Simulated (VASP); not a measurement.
# Ca (Fm-3m) in VASP: further runs

The runs below take Ca through single point, relaxation of cell and atoms, with PBEsol.

Program: VASP 6.6.1. These are calculated values, not measurements. Logs are shortened: lines on timing, memory, paths and dates and some standing lists are left out, and cuts for length are marked.

## Step 1: The cell of the first run

It takes space group Fm-3m (No. 225, cubic). The conventional cell has a = 5.155 Å, b = 5.155 Å, c = 5.155 Å, α = 90.00°, β = 90.00°, γ = 90.00°. Within 4.8 Å of Ca (site symmetry m-3m) lie 12 Ca at 3.65 Å.

## Step 2: Single point, PBEsol

File INCAR:

```
SYSTEM = Ca
  PREC = Accurate
  ENCUT = 520
  EDIFF = 1E-6
  ISMEAR = -1
  SIGMA = 0.08
  LREAL = .FALSE.
  LASPH = .TRUE.
  NELM = 80
  ALGO = Normal
  ISIF = 2
  LWAVE = .FALSE.
  LCHARG = .FALSE.
  GGA = PS
  NBANDS = 11
```

File KPOINTS:

```
regular mesh
0
G
  18 18 18
  0 0 0
```

File POSCAR:

```
Ca
1.0
    0.0000000000      2.5776549479      2.5776549479
    2.5776549479      0.0000000000      2.5776549479
    2.5776549479      2.5776549479      0.0000000000
Ca
1
Direct
    0.0000000000      0.0000000000      0.0000000000
```

Potentials or basis: VASP PAW PBE potentials, release 64 (Ca_sv).

Command:

```console
cat potpaw_PBE.64/Ca_sv/POTCAR > POTCAR
mpirun -np 1 vasp_std > vasp.out
```

OUTCAR:

```text
SYSTEM = Ca
   PREC = Accurate
   ENCUT = 520
   EDIFF = 1E-6
   ISMEAR = -1
   LREAL = .FALSE.
   LASPH = .TRUE.
   NELM = 80
   ISIF = 2
   GGA = PS

 ion  position               nearest neighbor table
   1  0.000  0.000  0.000-

  LATTYP: Found a face centered cubic cell.
 ALAT       =     5.1553098958

  Lattice vectors:

 A1 = (   0.0000000000,   2.5776549479,   2.5776549479)
 A2 = (   2.5776549479,   0.0000000000,   2.5776549479)
 A3 = (   2.5776549479,   2.5776549479,   0.0000000000)

Analysis of symmetry for initial positions (statically):
=====================================================================
 Subroutine PRICEL returns:
 Original cell was already a primitive cell.

 Routine SETGRP: Setting up the symmetry group for a
 face centered cubic supercell.

 Subroutine GETGRP returns: Found 48 space group operations
 (whereof 48 operations were pure point group operations)
 out of a pool of 48 trial point group operations.

The static configuration has the point symmetry O_h .

Analysis of symmetry for dynamics (positions and initial velocities):
=====================================================================
 Subroutine PRICEL returns:
 Original cell was already a primitive cell.

 Routine SETGRP: Setting up the symmetry group for a
 face centered cubic supercell.

 Subroutine GETGRP returns: Found 48 space group operations
 (whereof 48 operations were pure point group operations)
 out of a pool of 48 trial point group operations.

The dynamic configuration has the point symmetry O_h .

 Subroutine INISYM returns: Found 48 space group operations
 (whereof 48 operations are pure point group operations),
 and found     1 'primitive' translations

----------------------------------------------------------------------------------------

                                     Primitive cell

  volume of cell :      34.2535

  direct lattice vectors                    reciprocal lattice vectors
     0.000000000  2.577654948  2.577654948    -0.193974760  0.193974760  0.193974760
     2.577654948  0.000000000  2.577654948     0.193974760 -0.193974760  0.193974760
     2.577654948  2.577654948  0.000000000     0.193974760  0.193974760 -0.193974760

  length of vectors
     3.645354586  3.645354586  3.645354586     0.335974140  0.335974140  0.335974140

  position of ions in fractional coordinates (direct lattice)
     0.000000000  0.000000000  0.000000000

  ion indices of the primitive-cell ions
   primitive index   ion index
                 1           1

----------------------------------------------------------------------------------------

 KPOINTS: regular mesh

Automatic generation of k-mesh.
 Grid dimensions read from file:
 generate k-points for:   18   18   18

 Generating k-lattice:

  Cartesian coordinates                     Fractional coordinates (reciprocal lattice)
    -0.010776376  0.010776376  0.010776376     0.055555556  0.000000000  0.000000000
     0.010776376 -0.010776376  0.010776376     0.000000000  0.055555556  0.000000000
     0.010776376  0.010776376 -0.010776376     0.000000000  0.000000000  0.055555556

  Length of vectors
     0.018665230  0.018665230  0.018665230

  Shift w.r.t. Gamma in fractional coordinates (k-lattice)
     0.000000000  0.000000000  0.000000000

 Subroutine IBZKPT returns following result:
 ===========================================

 Found    195 irreducible k-points:

 Following reciprocal coordinates:
            Coordinates               Weight
  0.000000  0.000000  0.000000      1.000000
  0.055556  0.000000  0.000000      8.000000
  0.111111  0.000000  0.000000      8.000000
  0.166667  0.000000  0.000000      8.000000
  0.222222  0.000000  0.000000      8.000000
  0.277778  0.000000  0.000000      8.000000
[... 16 lines left out ...]
 -0.277778  0.055556  0.000000     24.000000
 -0.222222  0.055556  0.000000     24.000000
 [... further k-points ...]
   k-points           NKPTS =    195   k-points in BZ     NKDIM =    195   number of bands    NBANDS=     11
   number of dos      NEDOS =    301   number of ions     NIONS =      1
   total plane-waves  NPLWV =  21952
   dimension x,y,z NGX =    28 NGY =   28 NGZ =   28
   dimension x,y,z NGXF=    56 NGYF=   56 NGZF=   56
   ions per type =               1
   NGX,Y,Z   is equivalent  to a cutoff of  12.77, 12.77, 12.77 a.u.
   NGXF,Y,Z  is equivalent  to a cutoff of  25.54, 25.54, 25.54 a.u.
 SYSTEM =  Ca
   PREC   = accura    normal or accurate (medium, high low for compatibility)
   ISTART =      0    job   : 0-new  1-cont  2-samecut
   ICHARG =      2    charge: 1-file 2-atom 10-const
   ISPIN  =      1    spin polarized calculation?
   LNONCOLLINEAR =      F non collinear calculations
   LSORBIT =      F    spin-orbit coupling
   LASPH  =      T    aspherical Exc in radial PAW
   ENCUT  =  520.0 eV  38.22 Ry    6.18 a.u.   6.78  6.78  6.78*2*pi/ulx,y,z
   NELM   =     80;   NELMIN=  2; NELMDL= -5     # of ELM steps
   EDIFF  = 0.1E-05   stopping-criterion for ELM
   LREAL  =      F    real-space projection
   EDIFFG = 0.1E-04   stopping-criterion for IOM
   NSW    =      0    number of steps for IOM
   IBRION =     -1    ionic relax: 0-MD 1-quasi-New 2-CG
   NFREE  =      0    steps in history (QN), initial steepest desc. (CG)
   ISIF   =      2    stress and relaxation
   ISYM   =      2    0-nonsym 1-usesym 2-fastsym
   POTIM  = 0.5000    time-step for ionic-motion
   TEBEG  =    0.0;   TEEND  =   0.0 temperature during run
   PSTRESS=    0.0 pullay stress
   NELECT =      10.0000    total number of electrons
   NUPDOWN=      -1.0000    fix difference up-down
   EMIN   =  10.00;   EMAX   =-10.00  energy-range for DOS
   EFERMI =   0.00;   METHOD = LEGACY
   ISMEAR =    -1;   SIGMA  =   0.08  broadening in eV -4-tet -1-fermi 0-gaus
   EFERMI_NEDOS =   21; number of points for ismear=-14 and -15
   IALGO  =     38    algorithm
   IMIX   =      4    mixing-type and parameters
     AMIX     =   0.40;   BMIX     =  1.00
     AMIX_MAG =   1.60;   BMIX_MAG =  1.00
  volume/ion in A,a.u.               =      34.25       231.15
  Fermi-wavevector in a.u.,A,eV,Ry     =   1.086026  2.052291 16.047412  1.179452
  Thomas-Fermi vector in A             =   2.222153
   LORBIT       =      0    0 simple, 1 ext, 2 COOP (PROOUT), +10 PAW based schemes
   GGA     = PS    functional components
   LHFCALC =     F    Hartree Fock is set to
   AEXX    =    0.0000 exact exchange contribution
   IVDW    =     0    specifies the selected vdW correction
   LEPSILON=     F    determine dielectric tensor
   LRPA    =     F    only Hartree local field effects (RPA)
 non-spin polarized calculation
  energy-cutoff  :      520.00
  volume of cell :       34.25
 maximum number of plane-waves:       944
   NGX = 13   NGY = 13   NGZ = 13

 number of electron      10.0000001 magnetization

 Free energy of the ion-electron system (eV)
  ---------------------------------------------------
  ext. energy  EPLUGINS =         0.00000000
  ---------------------------------------------------
  free energy    TOTEN  =        -2.07530223 eV

  energy without entropy =       -2.05191938  energy(sigma->0) =       -2.06361080

 E-fermi :   2.7942     XC(G=0):  -8.5026

 val. band max:        2.7924314153   @ k =  -0.3889   0.2222   0.1111
 cond. band min:       2.8013161514   @ k =  -0.4444   0.1667   0.0000
 fundamental gap:      0.0088847360
 Fermi energy:         2.7941592537

 k-point     1 :       0.0000    0.0000    0.0000
  band No.  band energies     occupation
      1     -38.5892      2.00000
      2     -19.5349      2.00000
      3     -19.5349      2.00000
      4     -19.5349      2.00000
      5      -1.6149      2.00000
      6       5.3702      0.00000
      7       5.3702      0.00000
      8       5.3702      0.00000
      9       6.7464      0.00000
     10       6.7464      0.00000
     11      12.8471      0.00000

 k-point     2 :       0.0556    0.0000    0.0000
  band No.  band energies     occupation
      1     -38.5881      2.00000
      2     -19.5441      2.00000
      3     -19.5361      2.00000
      4     -19.5361      2.00000
      5      -1.5511      2.00000
      6       5.2974      0.00000
      7       5.3968      0.00000
      8       5.3968      0.00000
      9       6.7211      0.00000
     10       6.7211      0.00000
     11      12.9516      0.00000

 k-point     3 :       0.1111    0.0000    0.0000
  band No.  band energies     occupation
      1     -38.5850      2.00000
      2     -19.5706      2.00000
      3     -19.5394      2.00000
      4     -19.5394      2.00000
      5      -1.3624      2.00000
      6       5.0963      0.00000
      7       5.4657      0.00000
      8       5.4657      0.00000
      9       6.6623      0.00000
     10       6.6623      0.00000
     11      13.2098      0.00000

 k-point     4 :       0.1667    0.0000    0.0000
  band No.  band energies     occupation
      1     -38.5802      2.00000
      2     -19.6110      2.00000
      3     -19.5446      2.00000
      4     -19.5446      2.00000
      5      -1.0569      2.00000
      6       4.8067      0.00000
      7       5.5396      0.00000
      8       5.5396      0.00000
      9       6.6227      0.00000
     10       6.6227      0.00000
     11      12.9823      0.00000
[... 239 lines left out ...]
 k-point    22 :      -0.3333    0.0556    0.0000
  band No.  band energies     occupation
      1     -38.5596      2.00000
      2     -19.7719      2.00000
      3     -19.5756      2.00000
      4     -19.5639      2.00000
      5       0.6224      2.00000
      6       3.6250      0.00006
      7       5.2881      0.00000
      8       5.4104      0.00000
      9       7.0318      0.00000
     10       7.3841      0.00000
     11      10.2534      0.00000

 k-point    23 :      -0.2778    0.0556    0.0000
  band No.  band energies     occupation
      1     -38.5652      2.00000
      2     -19.7277      2.00000
      3     -19.5699      2.00000
      4     -19.5571      2.00000
      5       0.0693      2.00000
      6       3.9849      0.00000
      7       5.3902      0.00000
      8       5.5220      0.00000
      9       6.7390      0.00000
     10       7.1387      0.00000
     11      10.9856      0.00000

 k-point    24 :      -0.2222    0.0556    0.0000
  band No.  band energies     occupation
      1     -38.5714      2.00000
      2     -19.6781      2.00000
      3     -19.5629      2.00000
      4     -19.5502      2.00000
      5      -0.4415      2.00000
      6       4.3353      0.00000
      7       5.4787      0.00000
      8       5.6121      0.00000
      9       6.5154      0.00000
     10       6.9216      0.00000
     11      11.8183      0.00000

 [... further k-points ...]

------------------------ aborting loop because EDIFF is reached ----------------------------------------

  FORCE on cell =-STRESS in cart. coord.  units (eV):
  Direction    XX          YY          ZZ          XY          YZ          ZX
  --------------------------------------------------------------------------------------
  -------------------------------------------------------------------------------------
  Total        0.8508740      0.8508740      0.8508740     -0.0000000      0.0000000      0.0000000
  in kB       39.7989414     39.7989414     39.7989414     -0.0000000      0.0000000      0.0000000
  external PRESSURE =      39.7989414 kB  Pullay stress =       0.0000000 kB

 VOLUME and BASIS-vectors are now :
 -----------------------------------------------------------------------------
  energy-cutoff  :      520.00
  volume of cell :       34.25
      direct lattice vectors                 reciprocal lattice vectors
     0.000000000  2.577654948  2.577654948    -0.193974760  0.193974760  0.193974760
     2.577654948  0.000000000  2.577654948     0.193974760 -0.193974760  0.193974760
     2.577654948  2.577654948  0.000000000     0.193974760  0.193974760 -0.193974760

 POSITION                                       TOTAL-FORCE (eV/Angst)
 -----------------------------------------------------------------------------------
      0.00000      0.00000      0.00000        -0.000000      0.000000      0.000000
 -----------------------------------------------------------------------------------
    total drift:                               -0.000000      0.000000     -0.000000

  FREE ENERGIE OF THE ION-ELECTRON SYSTEM (eV)
  ---------------------------------------------------
  free  energy   TOTEN  =        -2.0753022265 eV

  energy  without entropy=       -2.0519193793  energy(sigma->0) =       -2.06361080
```

It took 32 s on 1 thread of AMD EPYC 9R45 (Zen 5), shared host; peak memory 0.18 GiB.

Results:

```
Free energy            : -2.0753 eV
Pressure               : 4.0 GPa
Band gap on the k mesh : zero (bands 5 and 6 overlap by 0.05 eV)
```

Caveat: the cell stands under pressure; the PAW data sets were made with another functional, which shifts forces and pressure a little.

## Step 3: Single point, PBEsol

This run uses another cell than the first one, of 36.90 Å³/atom.

File INCAR:

```
PREC = Accurate
ENCUT = 520
EDIFF = 1E-6
ISMEAR = -1
SIGMA = 0.08
LREAL = F
LASPH = T
NELM = 100
ALGO = Normal
ISIF = 2
LWAVE = F
LCHARG = F
GGA = PS
NBANDS = 11
```

File KPOINTS:

```
regular mesh
0
Gamma
  18 18 18
```

File POSCAR:

```
Ca
1.0
    0.0000000000      2.6423548301      2.6423548301
    2.6423548301      0.0000000000      2.6423548301
    2.6423548301      2.6423548301      0.0000000000
Ca
1
Direct
    0.0000000000      0.0000000000      0.0000000000
```

Potentials or basis: VASP PAW PBE potentials, release 64 (Ca_sv).

Command:

```console
cat potpaw_PBE.64/Ca_sv/POTCAR > POTCAR
mpirun -np 1 vasp_std > vasp.out
```

Run time: 32 s. Hardware: 1 thread of AMD EPYC 9R45 (Zen 5), shared host; peak memory 0.18 GiB.

It converged, with:

```yaml
Free_energy: -2.1248 eV
Pressure: 2.0 GPa
Band_gap_on_the_k_mesh: zero (bands 5 and 6 overlap by 0.13 eV)
```

Levels at points of the mesh, in eV from the Fermi level:
| k point | band 1 | band 2 | band 3 | band 4 | band 5 | band 6 | band 7 | band 8 | band 9 | band 10 |
| --- | --- | --- | --- | --- | --- | --- | --- | --- | --- | --- |
| (0.00, 0.00, 0.00) | -41.54 | -22.50 | -22.50 | -22.50 | -4.28 | 2.50 | 2.50 | 2.50 | 3.76 | 3.76 |
| (0.50, 0.00, 0.00) | -41.51 | -22.73 | -22.53 | -22.53 | -1.07 | -0.03 | 2.36 | 2.36 | 4.57 | 4.57 |
| (0.50, 0.50, 0.00) | -41.50 | -22.72 | -22.59 | -22.59 | -0.61 | 0.47 | 1.24 | 4.57 | 4.79 | 4.79 |

Caveat: the PAW data sets were made with another functional, which shifts forces and pressure a little.

[end of part 1 of 3]
